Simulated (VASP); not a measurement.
# BN: vibrations by perturbation theory with PBE

BN:

```xyz
4
Lattice="2.5122 0.0000 0.0000 -1.2561 2.1756 0.0000 0.0000 0.0000 8.5001" Properties=species:S:1:pos:R:3 pbc="T T T"
B     0.0000    1.4504    2.1250
B     1.2561    0.7252    6.3751
N     0.0000    1.4504    6.3751
N     1.2561    0.7252    2.1250
```

```json
{"Program": "VASP 6.6.1", "Task": "vibrations by perturbation theory", "Functional": "PBE", "Potentials or basis": "VASP PAW PBE potentials, release 64 (B, N)", "Cutoff": "520 eV", "k mesh": "12 × 12 × 4", "Occupations": "gaussian, width 0.01 eV", "Spin": "no spin polarisation", "Dipole correction": "no", "Further INCAR settings": "ALGO = Normal; EDIFF = 1e-08; NBANDS = 16; IBRION = 8; NSW = 1"}
```

```
Electronic dielectric tensor (diagonal)                 : 3.97, 3.97, 1.97
Born charges (mean of the diagonal)                     : B +1.97; N -1.97 e
Highest phonon frequency at Γ, LO-TO splitting left out : 1340 cm⁻¹
```

Phonon frequencies in cm⁻¹ (negative: imaginary):
```csv
q point,frequencies
"(0.000, 0.000, 0.000)",0 0 0 5 5 23 777 802 1340 1340 1340 1340
```

Electronic dielectric tensor:
```
3.97 0.00 0.00
0.00 3.97 0.00
0.00 0.00 1.97
```

Born effective charge tensors (e):
atom 1, B
```
2.71 0.00 0.00
0.00 2.71 0.00
0.00 0.00 0.48
```
atom 2, B
```
2.71 0.00 0.00
0.00 2.71 0.00
0.00 0.00 0.48
```
atom 3, N
```
-2.71  0.00  0.00
 0.00 -2.71  0.00
 0.00  0.00 -0.48
```
atom 4, N
```
-2.71  0.00  0.00
 0.00 -2.71  0.00
 0.00  0.00 -0.48
```

Run time: 23 min on 1 thread of Intel Xeon 8259CL, on a shared host, peak memory 0.47 GiB.
